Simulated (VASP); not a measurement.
Write the native input for VASP 6.6.1 that does the following.

```yaml
Task: single point
Functional: PBE
Potentials_or_basis: VASP PAW PBE potentials, release 64 (Si, As)
Cutoff: 500 eV
k_mesh: 6 × 6 × 6
Occupations: gaussian, width 0.2 eV
Spin: no spin polarisation
Dipole_correction: no
Further_INCAR_settings: ALGO = Normal; EDIFF = 1e-06; NBANDS = 14
```

The structure of Si2As lies in POSCAR:

```
Si2As
1.0
    0.0000000000      3.0213272361      3.0213272361
    3.0213272361      0.0000000000      3.0213272361
    3.0213272361      3.0213272361      0.0000000000
Si As
2 1
Direct
    0.2500000000      0.2500000000      0.2500000000
    0.5000000000      0.5000000000      0.5000000000
    0.7500000000      0.7500000000      0.7500000000
```

The input as run:

INCAR

```
PREC     = Accurate       # precision mode
ENCUT    = 500            # plane-wave cutoff, eV
EDIFF    = 1E-6           # SCF threshold, eV
ISMEAR   = 0              # smearing method
SIGMA    = 0.2            # smearing width, eV
LREAL    = False          # projectors in reciprocal space
LASPH    = True           # aspherical terms in the spheres
NELM     = 120            # most SCF steps
ALGO     = Normal         # electronic algorithm
ISIF     = 2              # what is computed and relaxed
LWAVE    = False          # write WAVECAR
LCHARG   = True           # write CHGCAR
GGA      = PE             # functional
LELF     = True           # ELF
LVHAR    = True         
NBANDS   = 14             # bands
GGA_COMPAT= False
```

KPOINTS

```
regular mesh
0
Gamma
  6 6 6
```

Potentials or basis: VASP PAW PBE potentials, release 64 (Si, As).

The run is started by

```bash
$ cat potpaw_PBE.64/Si/POTCAR potpaw_PBE.64/As/POTCAR > POTCAR
$ mpirun -np 1 vasp_std > vasp.out
```

Results of the run:

```json
{
 "Pressure": "0.5 GPa"
}
```

It took 5.3 s on 1 thread of Intel(R) Xeon(R) 6975P-C (Granite Rapids), with other jobs on the host, peak memory 0.17 GiB.
